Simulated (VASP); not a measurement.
# C (Fd-3m) in VASP: notebook

C is run at these levels: PBEsol; tasks: single point, relaxation of cell and atoms.

Program: VASP 6.6.1. These are calculated values, not measurements. Logs are shortened: lines on timing, memory, paths and dates and some standing lists are left out, and cuts for length are marked.

### Step 1. The cell of the first run

Symmetry: Fd-3m, No. 227, cubic system. Conventional cell: a = 3.554 Å, b = 3.554 Å, c = 3.554 Å, α = 90.00°, β = 90.00°, γ = 90.00°. Within 2.1 Å of C (site symmetry -43m) lie 4 C at 1.54 Å.

### Step 2. Single point, PBEsol

File INCAR:

```
SYSTEM = C
PREC = Accurate
ENCUT = 520
EDIFF = 1E-6
ISMEAR = 0
SIGMA = 0.02
LREAL = .False.
LASPH = .True.
NELM = 80
ALGO = Normal
ISIF = 2
LWAVE = .False.
LCHARG = .True.
GGA = PS
LELF = .True.
LVHAR = .True.
NBANDS = 11
```

File KPOINTS:

```
Automatic mesh
0
Gamma
  12 12 12
  0 0 0
```

File POSCAR:

```
C
1.0
    0.0000000000      1.7769045572      1.7769045572
    1.7769045572      0.0000000000      1.7769045572
    1.7769045572      1.7769045572      0.0000000000
C
2
Direct
    0.0000000000      0.0000000000      0.0000000000
    0.2500000000      0.2500000000      0.2500000000
```

Potentials or basis: VASP PAW PBE potentials, release 64 (C).

On the command line:

```bash
$ cat potpaw_PBE.64/C/POTCAR > POTCAR
$ mpirun -np 1 vasp_std > vasp.out
```

OUTCAR:

```text
SYSTEM = C
   PREC = Accurate
   ENCUT = 520
   EDIFF = 1E-6
   ISMEAR = 0
   LREAL = .False.
   LASPH = .True.
   NELM = 80
   ISIF = 2
   GGA = PS

 ion  position               nearest neighbor table
   1  0.000  0.000  0.000-   2 1.54   2 1.54   2 1.54   2 1.54
   2  0.250  0.250  0.250-   1 1.54   1 1.54   1 1.54   1 1.54

  LATTYP: Found a face centered cubic cell.
 ALAT       =     3.5538091144

  Lattice vectors:

 A1 = (   0.0000000000,   1.7769045572,   1.7769045572)
 A2 = (   1.7769045572,   0.0000000000,   1.7769045572)
 A3 = (   1.7769045572,   1.7769045572,   0.0000000000)

Analysis of symmetry for initial positions (statically):
=====================================================================
 Subroutine PRICEL returns:
 Original cell was already a primitive cell.

 Routine SETGRP: Setting up the symmetry group for a
 face centered cubic supercell.

 Subroutine GETGRP returns: Found 48 space group operations
 (whereof 24 operations were pure point group operations)
 out of a pool of 48 trial point group operations.

The static configuration has the point symmetry T_d .
 The point group associated with its full space group is O_h .

Analysis of symmetry for dynamics (positions and initial velocities):
=====================================================================
 Subroutine PRICEL returns:
 Original cell was already a primitive cell.

 Routine SETGRP: Setting up the symmetry group for a
 face centered cubic supercell.

 Subroutine GETGRP returns: Found 48 space group operations
 (whereof 24 operations were pure point group operations)
 out of a pool of 48 trial point group operations.

The dynamic configuration has the point symmetry T_d .
 The point group associated with its full space group is O_h .

 Subroutine INISYM returns: Found 48 space group operations
 (whereof 24 operations are pure point group operations),
 and found     1 'primitive' translations

----------------------------------------------------------------------------------------

                                     Primitive cell

  volume of cell :      11.2208

  direct lattice vectors                    reciprocal lattice vectors
     0.000000000  1.776904557  1.776904557    -0.281388214  0.281388214  0.281388214
     1.776904557  0.000000000  1.776904557     0.281388214 -0.281388214  0.281388214
     1.776904557  1.776904557  0.000000000     0.281388214  0.281388214 -0.281388214

  length of vectors
     2.512922524  2.512922524  2.512922524     0.487378683  0.487378683  0.487378683

  position of ions in fractional coordinates (direct lattice)
     0.000000000  0.000000000  0.000000000
     0.250000000  0.250000000  0.250000000

  ion indices of the primitive-cell ions
   primitive index   ion index
                 1           1
                 2           2

----------------------------------------------------------------------------------------

 KPOINTS: Automatic mesh

Automatic generation of k-mesh.
 Grid dimensions read from file:
 generate k-points for:   12   12   12

 Generating k-lattice:

  Cartesian coordinates                     Fractional coordinates (reciprocal lattice)
    -0.023449018  0.023449018  0.023449018     0.083333333  0.000000000  0.000000000
     0.023449018 -0.023449018  0.023449018     0.000000000  0.083333333  0.000000000
     0.023449018  0.023449018 -0.023449018     0.000000000  0.000000000  0.083333333

  Length of vectors
     0.040614890  0.040614890  0.040614890

  Shift w.r.t. Gamma in fractional coordinates (k-lattice)
     0.000000000  0.000000000  0.000000000

 Subroutine IBZKPT returns following result:
 ===========================================

 Found     72 irreducible k-points:

 Following reciprocal coordinates:
            Coordinates               Weight
  0.000000  0.000000  0.000000      1.000000
  0.083333  0.000000  0.000000      8.000000
  0.166667  0.000000  0.000000      8.000000
  0.250000  0.000000  0.000000      8.000000
  0.333333  0.000000  0.000000      8.000000
  0.416667  0.000000  0.000000      8.000000
[... 16 lines left out ...]
  0.500000  0.166667  0.000000     24.000000
 -0.416667  0.166667  0.000000     24.000000
 [... further k-points ...]
   k-points           NKPTS =     72   k-points in BZ     NKDIM =     72   number of bands    NBANDS=     11
   number of dos      NEDOS =    301   number of ions     NIONS =      2
   total plane-waves  NPLWV =   8000
   dimension x,y,z NGX =    20 NGY =   20 NGZ =   20
   dimension x,y,z NGXF=    40 NGYF=   40 NGZF=   40
   ions per type =               2
   NGX,Y,Z   is equivalent  to a cutoff of  13.23, 13.23, 13.23 a.u.
   NGXF,Y,Z  is equivalent  to a cutoff of  26.46, 26.46, 26.46 a.u.
 SYSTEM =  C
   PREC   = accura    normal or accurate (medium, high low for compatibility)
   ISTART =      0    job   : 0-new  1-cont  2-samecut
   ICHARG =      2    charge: 1-file 2-atom 10-const
   ISPIN  =      1    spin polarized calculation?
   LNONCOLLINEAR =      F non collinear calculations
   LSORBIT =      F    spin-orbit coupling
   LASPH  =      T    aspherical Exc in radial PAW
   ENCUT  =  520.0 eV  38.22 Ry    6.18 a.u.   4.67  4.67  4.67*2*pi/ulx,y,z
   NELM   =     80;   NELMIN=  2; NELMDL= -5     # of ELM steps
   EDIFF  = 0.1E-05   stopping-criterion for ELM
   LREAL  =      F    real-space projection
   EDIFFG = 0.1E-04   stopping-criterion for IOM
   NSW    =      0    number of steps for IOM
   IBRION =     -1    ionic relax: 0-MD 1-quasi-New 2-CG
   NFREE  =      0    steps in history (QN), initial steepest desc. (CG)
   ISIF   =      2    stress and relaxation
   ISYM   =      2    0-nonsym 1-usesym 2-fastsym
   POTIM  = 0.5000    time-step for ionic-motion
   TEBEG  =    0.0;   TEEND  =   0.0 temperature during run
   PSTRESS=    0.0 pullay stress
   NELECT =       8.0000    total number of electrons
   NUPDOWN=      -1.0000    fix difference up-down
   EMIN   =  10.00;   EMAX   =-10.00  energy-range for DOS
   EFERMI =   0.00;   METHOD = LEGACY
   ISMEAR =     0;   SIGMA  =   0.02  broadening in eV -4-tet -1-fermi 0-gaus
   EFERMI_NEDOS =   21; number of points for ismear=-14 and -15
   IALGO  =     38    algorithm
   IMIX   =      4    mixing-type and parameters
     AMIX     =   0.40;   BMIX     =  1.00
     AMIX_MAG =   1.60;   BMIX_MAG =  1.00
  volume/ion in A,a.u.               =       5.61        37.86
  Fermi-wavevector in a.u.,A,eV,Ry     =   1.462505  2.763734 29.101790  2.138921
  Thomas-Fermi vector in A             =   2.578711
   LORBIT       =      0    0 simple, 1 ext, 2 COOP (PROOUT), +10 PAW based schemes
   GGA     = PS    functional components
   LHFCALC =     F    Hartree Fock is set to
   AEXX    =    0.0000 exact exchange contribution
   IVDW    =     0    specifies the selected vdW correction
   LEPSILON=     F    determine dielectric tensor
   LRPA    =     F    only Hartree local field effects (RPA)
 non-spin polarized calculation
 Gauss-broadening in eV      SIGMA  =   0.02
  energy-cutoff  :      520.00
  volume of cell :       11.22
 maximum number of plane-waves:       311
   NGX =  9   NGY =  9   NGZ =  9

 number of electron       7.9999999 magnetization

 Free energy of the ion-electron system (eV)
  ---------------------------------------------------
  ext. energy  EPLUGINS =         0.00000000
  ---------------------------------------------------
  free energy    TOTEN  =       -19.24970033 eV

  energy without entropy =      -19.24970033  energy(sigma->0) =      -19.24970033

 E-fermi :  10.0324     XC(G=0): -13.4868

 val. band max:        9.8677447982   @ k =   0.0000   0.0000   0.0000
 cond. band min:      13.9283124433   @ k =   0.3333   0.3333   0.0000
 fundamental gap:      4.0605676451
 Fermi energy:        10.0323793434

 k-point     1 :       0.0000    0.0000    0.0000
  band No.  band energies     occupation
      1     -11.8013      2.00000
      2       9.8677      2.00000
      3       9.8677      2.00000
      4       9.8677      2.00000
      5      15.4368      0.00000
      6      15.4368      0.00000
      7      15.4368      0.00000
      8      23.4855      0.00000
      9      28.9659      0.00000
     10      36.4560      0.00000
     11      36.4560      0.00000

 k-point     2 :       0.0833    0.0000    0.0000
  band No.  band energies     occupation
      1     -11.6070      2.00000
      2       8.6219      2.00000
      3       9.5381      2.00000
      4       9.5381      2.00000
      5      15.8683      0.00000
      6      15.8683      0.00000
      7      16.1697      0.00000
      8      23.6323      0.00000
      9      29.2937      0.00000
     10      34.2092      0.00000
     11      34.2092      0.00000

 k-point     3 :       0.1667    0.0000    0.0000
  band No.  band energies     occupation
      1     -11.0264      2.00000
      2       6.0599      2.00000
      3       8.8253      2.00000
      4       8.8253      2.00000
      5      16.7998      0.00000
      6      16.7998      0.00000
      7      17.2920      0.00000
      8      24.0480      0.00000
      9      29.9793      0.00000
     10      32.5893      0.00000
     11      32.5893      0.00000

 k-point     4 :       0.2500    0.0000    0.0000
  band No.  band energies     occupation
      1     -10.0673      2.00000
      2       3.1926      2.00000
      3       8.0930      2.00000
      4       8.0930      2.00000
      5      17.6592      0.00000
      6      17.6592      0.00000
      7      18.0834      0.00000
      8      24.6194      0.00000
      9      30.4301      0.00000
     10      32.1745      0.00000
     11      32.1745      0.00000

 k-point     5 :       0.3333    0.0000    0.0000
  band No.  band energies     occupation
      1      -8.7496      2.00000
      2       0.3809      2.00000
      3       7.5132      2.00000
      4       7.5132      2.00000
      5      18.1351      0.00000
      6      18.1351      0.00000
      7      18.5447      0.00000
      8      25.1253      0.00000
      9      30.7055      0.00000
     10      33.0307      0.00000
     11      33.0307      0.00000
[... 211 lines left out ...]
 k-point    21 :       0.3333    0.1667    0.0000
  band No.  band energies     occupation
      1      -8.9917      2.00000
      2       2.5659      2.00000
      3       5.9640      2.00000
      4       6.4088      2.00000
      5      15.8343      0.00000
      6      20.7418      0.00000
      7      20.7712      0.00000
      8      21.5837      0.00000
      9      30.8671      0.00000
     10      31.4396      0.00000
     11      36.8876      0.00000

 k-point    22 :       0.4167    0.1667    0.0000
  band No.  band energies     occupation
      1      -7.5788      2.00000
      2      -0.0200      2.00000
      3       5.5494      2.00000
      4       5.7448      2.00000
      5      16.4824      0.00000
      6      20.8920      0.00000
      7      21.0896      0.00000
      8      22.5064      0.00000
      9      30.8547      0.00000
     10      32.3955      0.00000
     11      37.2658      0.00000

 k-point    23 :       0.5000    0.1667    0.0000
  band No.  band energies     occupation
      1      -5.9594      2.00000
      2      -2.3053      2.00000
      3       4.8186      2.00000
      4       5.8360      2.00000
      5      16.8925      0.00000
      6      20.6074      0.00000
      7      21.2160      0.00000
      8      24.1394      0.00000
      9      29.9263      0.00000
     10      33.7522      0.00000
     11      36.4453      0.00000

 k-point    24 :      -0.4167    0.1667    0.0000
  band No.  band energies     occupation
      1      -5.5083      2.00000
      2      -2.8440      2.00000
      3       4.3216      2.00000
      4       6.2224      2.00000
      5      17.3357      0.00000
      6      20.1110      0.00000
      7      21.1882      0.00000
      8      25.3369      0.00000
      9      29.2219      0.00000
     10      34.0078      0.00000
     11      34.4773      0.00000

 [... further k-points ...]
[... 5 lines left out ...]
  --------------------------------------------------------------------------------------
  -------------------------------------------------------------------------------------
  Total        0.0772932      0.0772932      0.0772932     -0.0000000      0.0000000      0.0000000
  in kB       11.0364479     11.0364479     11.0364479     -0.0000000      0.0000000      0.0000000
  external PRESSURE =      11.0364479 kB  Pullay stress =       0.0000000 kB

 VOLUME and BASIS-vectors are now :
 -----------------------------------------------------------------------------
  energy-cutoff  :      520.00
  volume of cell :       11.22
      direct lattice vectors                 reciprocal lattice vectors
     0.000000000  1.776904557  1.776904557    -0.281388214  0.281388214  0.281388214
     1.776904557  0.000000000  1.776904557     0.281388214 -0.281388214  0.281388214
     1.776904557  1.776904557  0.000000000     0.281388214  0.281388214 -0.281388214

 POSITION                                       TOTAL-FORCE (eV/Angst)
 -----------------------------------------------------------------------------------
      0.00000      0.00000      0.00000        -0.000000      0.000000      0.000000
      0.88845      0.88845      0.88845         0.000000     -0.000000     -0.000000
 -----------------------------------------------------------------------------------
    total drift:                                0.000000      0.000000      0.000000

  FREE ENERGIE OF THE ION-ELECTRON SYSTEM (eV)
  ---------------------------------------------------
  free  energy   TOTEN  =       -19.2497003260 eV

  energy  without entropy=      -19.2497003260  energy(sigma->0) =      -19.24970033
```

It took 4.9 s on 1 thread of Intel Xeon 6975P-C (Granite Rapids), shared host; peak memory 0.11 GiB.

Results:

| Item | Value |
| --- | --- |
| Free energy | -19.2497 eV |
| Pressure | 1.1 GPa |
| Band gap on the k mesh | 4.06 eV, indirect (least direct gap 5.57 eV) |

Caveat: the PAW data sets were made with another functional, which shifts forces and pressure a little.

### Step 3. Relaxation of cell and atoms, PBEsol

This run uses another cell than the first one, of 5.69 Å³/atom, 1.015 times its volume.

File INCAR:

```
SYSTEM = C
PREC = Accurate
ENCUT = 600
EDIFF = 1E-6
ISMEAR = 0
SIGMA = 0.02
LREAL = .False.
LASPH = .True.
NELM = 80
ALGO = Normal
ISIF = 3
LWAVE = .False.
LCHARG = .False.
GGA = PS
IBRION = 2
NSW = 70
EDIFFG = -0.005
```

File KPOINTS:

```
regular mesh
0
Gamma
  12 12 12
  0 0 0
```

File POSCAR:

```
C
1.0
    0.0000000000      1.7857368633      1.7857368633
    1.7857368633      0.0000000000      1.7857368633
    1.7857368633      1.7857368633      0.0000000000
C
2
Direct
    0.0000000000      0.0000000000      0.0000000000
    0.2500000000      0.2500000000      0.2500000000
```

Potentials or basis: VASP PAW PBE potentials, release 64 (C).

On the command line:

```bash
$ cat potpaw_PBE.64/C/POTCAR > POTCAR
$ mpirun -np 1 vasp_std > vasp.out
```

Wall time 7.5 s (1 thread of Intel Xeon 6975P-C (Granite Rapids), shared host); peak memory 0.12 GiB.

Results (log left out):

| Quantity | Value |
| --- | --- |
| Free energy | -19.2550 eV |
| Relaxed volume | 5.62 Å³/atom |
| Relaxed cell | a = 2.514 Å, b = 2.514 Å, c = 2.514 Å, α = 60.00°, β = 60.00°, γ = 60.00° |
| Space group after relaxing (to 0.05 Å) | Fd-3m (No. 227) |
| Energy gained by relaxing | 1.5 meV/atom |
| Ionic steps | 3 |
| Pressure after relaxing | 0.0 GPa |
| Band gap on the k mesh | 4.06 eV, indirect (least direct gap 5.57 eV) |

Step by step:
```csv
step,energy change (eV),largest force (eV/Å),pressure (GPa),volume (Å³)
1,0.0000,0.0000,-6.12,11.39
2,0.0019,0.0000,8.21,11.03
3,-0.0031,0.0000,-0.02,11.23
```

Final structure:
```
C
1.0
     0.00000    1.77746    1.77746
     1.77746    0.00000    1.77746
     1.77746    1.77746    0.00000
C
2
Direct
  0.00000 0.00000 0.00000
  0.25000 0.25000 0.25000
```

Levels at points of the mesh, in eV from the valence-band top:
| k point | band 2 | band 3 | band 4 | band 5 | band 6 | band 7 |
| --- | --- | --- | --- | --- | --- | --- |
| (0.00, 0.00, 0.00) | 0.00 | 0.00 | 0.00 | 5.57 | 5.57 | 5.57 |
| (0.50, 0.00, 0.00) | -13.58 | -2.84 | -2.84 | 8.43 | 8.43 | 8.97 |
| (0.50, 0.50, 0.00) | -12.85 | -6.40 | -6.40 | 4.62 | 4.62 | 16.93 |

Caveat: the PAW data sets were made with another functional, which shifts forces and pressure a little.

### Step 4. Relaxation of cell and atoms, PBEsol

This run uses another cell than the first one, of 5.69 Å³/atom, 1.015 times its volume.

INCAR is that of step 3.

KPOINTS is that of step 3.

File POSCAR:

```
C
1.0
    0.0000000000      1.7857368639      1.7857368639
    1.7857368639      0.0000000000      1.7857368639
    1.7857368639      1.7857368639      0.0000000000
C
2
Direct
    0.0000000000      0.0000000000      0.0000000000
    0.2500000000      0.2500000000      0.2500000000
```

On the command line:

```bash
$ cat potpaw_PBE.64/C/POTCAR > POTCAR
$ mpirun -np 1 vasp_std > vasp.out
```

It took 12 s on 1 thread of Intel Xeon 6975P-C (Granite Rapids), shared host; peak memory 0.12 GiB.

The run converged. Its results:

- Free energy: -19.2550 eV
- Relaxed volume: 5.62 Å³/atom
- Relaxed cell: a = 2.514 Å, b = 2.514 Å, c = 2.514 Å, α = 60.00°, β = 60.00°, γ = 60.00°
- Space group after relaxing (to 0.05 Å): Fd-3m (No. 227)
- Energy gained by relaxing: 1.5 meV/atom
- Ionic steps: 3
- Pressure after relaxing: 0.0 GPa
- Band gap on the k mesh: 4.06 eV, indirect (least direct gap 5.57 eV)

Step by step:
```
step  energy change (eV)  largest force (eV/Å)  pressure (GPa)  volume (Å³)
   1              0.0000                0.0000           -6.12        11.39
   2              0.0019                0.0000            8.21        11.03
   3             -0.0031                0.0000           -0.02        11.23
```

Final structure:
```
C
1.0
     0.00000    1.77746    1.77746
     1.77746    0.00000    1.77746
     1.77746    1.77746    0.00000
C
2
Direct
  0.00000 0.00000 0.00000
  0.25000 0.25000 0.25000
```

Levels at points of the mesh, in eV from the valence-band top:
| k point | band 1 | band 2 | band 3 | band 4 | band 5 | band 6 | band 7 | band 8 |
| --- | --- | --- | --- | --- | --- | --- | --- | --- |
| (0.00, 0.00, 0.00) | -21.66 | 0.00 | 0.00 | 0.00 | 5.57 | 5.57 | 5.57 | 13.60 |
| (0.50, 0.00, 0.00) | -15.77 | -13.58 | -2.84 | -2.84 | 8.43 | 8.43 | 8.97 | 15.58 |
| (0.50, 0.50, 0.00) | -12.85 | -12.85 | -6.40 | -6.40 | 4.62 | 4.62 | 16.93 | 16.93 |

Caveat: the PAW data sets were made with another functional, which shifts forces and pressure a little. A k mesh can miss the band edges.
